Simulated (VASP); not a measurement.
## Ge: single point with LDA

Crystal: Ge.

```xyz
8
Lattice="3.9662 0.0000 0.0000 -1.9831 3.4348 0.0000 0.0000 0.0000 13.0232" Properties=species:S:1:pos:R:3 pbc="T T T"
Ge    0.0000    0.0000    5.2984
Ge    0.0000    0.0000    7.7248
Ge    0.0000    0.0000   11.8100
Ge    0.0000    0.0000    1.2132
Ge    0.0000    2.2899    4.4812
Ge    1.9831    1.1449    8.5420
Ge    1.9831    1.1449   10.9928
Ge    0.0000    2.2899    2.0304
```

This isn't the form of Ge at room conditions, which is diamond.

| Property | Result |
| --- | --- |
| Program | VASP 6.6.1 |
| Task | single point |
| Functional | LDA |
| Potentials or basis | VASP PAW LDA potentials, release 64 (Ge_d) |
| Cutoff | 520 eV |
| k mesh | 12 × 12 × 4 |
| Occupations | fermi-dirac, width 0.15 eV |
| Spin | no spin polarisation |

```yaml
Pressure: 0.1 GPa
Band_gap_on_the_k_mesh: zero (bands 56 and 57 overlap by 0.01 eV)
```

Forces in eV/Å, atoms in the order of the input:
```
Ge   0.000  0.000 -0.002
Ge   0.000  0.000  0.002
Ge   0.000  0.000 -0.002
Ge   0.000  0.000  0.002
Ge   0.000  0.000  0.000
Ge   0.000  0.000  0.000
Ge   0.000  0.000  0.000
Ge   0.000  0.000  0.000
```

Levels at points of the mesh, in eV from the Fermi level:
| k point | band 53 | band 54 | band 55 | band 56 | band 57 | band 58 | band 59 | band 60 |
| --- | --- | --- | --- | --- | --- | --- | --- | --- |
| (0.00, 0.00, 0.00) | -0.88 | -0.14 | 0.01 | 0.03 | 0.03 | 0.05 | 0.48 | 0.81 |
| (0.50, 0.00, 0.00) | -2.49 | -2.49 | -1.89 | -1.49 | 0.18 | 0.28 | 0.50 | 1.35 |
| (0.00, 0.00, 0.50) | -0.32 | -0.32 | -0.32 | -0.32 | 0.14 | 0.14 | 1.17 | 1.17 |
| (0.50, 0.00, 0.50) | -2.69 | -2.69 | -1.84 | -1.84 | 0.57 | 0.57 | 1.25 | 1.25 |

Run time: 7.1 min on 1 thread of Intel(R) Xeon(R) 6975P-C (Granite Rapids), with other jobs on the host, peak memory 0.52 GiB.

Caveat: semilocal functionals underestimate gaps, so a narrow gap can read as zero.
